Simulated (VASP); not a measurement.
Set up this calculation in VASP 6.6.1, as the native input.

- Task: single point
- Functional: PBEsol
- Potentials or basis: VASP PAW PBE potentials, release 64 (Zr_sv, B)
- Cutoff: 520 eV
- k mesh: 20 × 20 × 20
- Occupations: gaussian, width 0.15 eV
- Spin: no spin polarisation
- Dipole correction: no
- Further INCAR settings: ALGO = Normal; EDIFF = 1e-06; NBANDS = 14

The structure of ZrB lies in POSCAR:

```
ZrB
1.0
    0.0000000000      2.2874934413      2.4018681134
    2.2874934413      0.0000000000      2.4018681134
    2.2874934413      2.2874934413      0.0000000000
Zr B
1 1
Direct
    0.0000000000      0.0000000000      0.0000000000
    0.5000000000      0.5000000000      0.5000000000
```

This cell differs from its parent crystal: ratio of the length along z to the lengths across it x 1.05, volume and fractional coordinates fixed.

One way to write it, as run:

INCAR

```
PREC     = Accurate       # precision mode
ENCUT    = 520            # plane-wave cutoff, eV
EDIFF    = 1E-6           # SCF threshold, eV
ISMEAR   = 0              # smearing method
SIGMA    = 0.15           # smearing width, eV
LREAL    = False          # projectors in reciprocal space
LASPH    = True           # aspherical terms in the spheres
NELM     = 80             # most SCF steps
ALGO     = Normal         # electronic algorithm
ISIF     = 2              # what is computed and relaxed
LWAVE    = False          # write WAVECAR
LCHARG   = False          # write CHGCAR
GGA      = PS             # functional
NBANDS   = 14             # bands
```

KPOINTS

```
Automatic mesh
0
Gamma
  20 20 20
```

Potentials or basis: VASP PAW PBE potentials, release 64 (Zr_sv, B).

Launch:

```sh
$ cat potpaw_PBE.64/Zr_sv/POTCAR potpaw_PBE.64/B/POTCAR > POTCAR
$ mpirun -np 1 vasp_std > vasp.out
```

Results of the run:

- Pressure: 30.4 GPa
- Band gap on the k mesh: zero (an odd number of electrons rules out a gap without spin polarisation)

Caveat: the stress differs along the axes, from 15 to 38 GPa; the PAW data sets were made with another functional, which shifts forces and pressure a little.

It took 5 min on 1 thread of Intel Xeon 8259CL (shared host), peak memory 0.35 GiB.
